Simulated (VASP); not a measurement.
Runs of VASP 6.6.1 on Si. The structure is that of space group C2 (No. 5), or close to it. The cells are those of the table. 

```tsv
cell	gap on the mesh (eV)	pressure (GPa)	largest force (eV/Å)
a = 3.832, b = 3.832, c = 12.776 Å, angles 86.6, 83.1, 60.0°, 8 atoms	none	(b)	1.26
a = 3.832, b = 3.832, c = 12.707 Å, angles 88.3, 86.5, 60.0°, 8 atoms	0.63	-0.7	1.02
a = 3.832, b = 3.832, c = 12.736 Å, angles 87.4, 84.8, 60.0°, 8 atoms	0.38	-1.0	1.45
a = 3.832, b = 3.832, c = 12.689 Å, angles 89.1, 88.3, 60.0°, 8 atoms	0.62	(a)	0.44
```

Alike in all rows: task single point; level r2SCAN; potentials or basis VASP PAW PBE potentials, release 64 (Si); no spin polarisation; k mesh 8 × 8 × 2; cutoff (eV) 520; smearing gaussian 0.05 eV.

**Question.** Fill in the values left out.

**Answer.** (a) -0.4; (b) -1.1.

Caveats: the PAW data sets were made with another functional, which shifts forces and pressure a little; semilocal functionals underestimate gaps, so a narrow gap can read as zero (at least some runs).

A k mesh can miss the band edges.

A gap of «none» marks levels without a gap at the run's occupations.
